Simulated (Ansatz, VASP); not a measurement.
Two plane-wave programs on Ba

```
Ba
1.0
    -2.53399    2.53399    2.53399
     2.53399   -2.53399    2.53399
     2.53399    2.53399   -2.53399
Ba
1
Direct
  0.00000 0.00000 0.00000
```

Alike in both runs: functional r2SCAN; k mesh 12 × 12 × 12; occupations gaussian, width 0.1 eV; no spin polarisation.

Ansatz relaxed the structure, and its values are those at the end. VASP's run is a single point on that final structure, the one shown.

|  | VASP | Ansatz |
| --- | --- | --- |
| version | VASP 6.6.1 | Ansatz 0.2.0 |
| potentials or method | VASP PAW PBE potentials, release 64 (Ba_sv), cutoff 520 eV | scalar-relativistic, plane waves, PAW |
| valence electrons in the cell | 10 | 10 |

```tsv
	VASP	Ansatz	Ansatz less VASP
gap on the k mesh at the Fermi level (eV)	none	none	-
pressure (GPa)	0.1	0.0	-0.05
```

VASP's potentials were made for PBE, not for r2SCAN. A gap of «none» marks a metal or a gap that the smearing closes.

Spin-orbit coupling is off throughout.
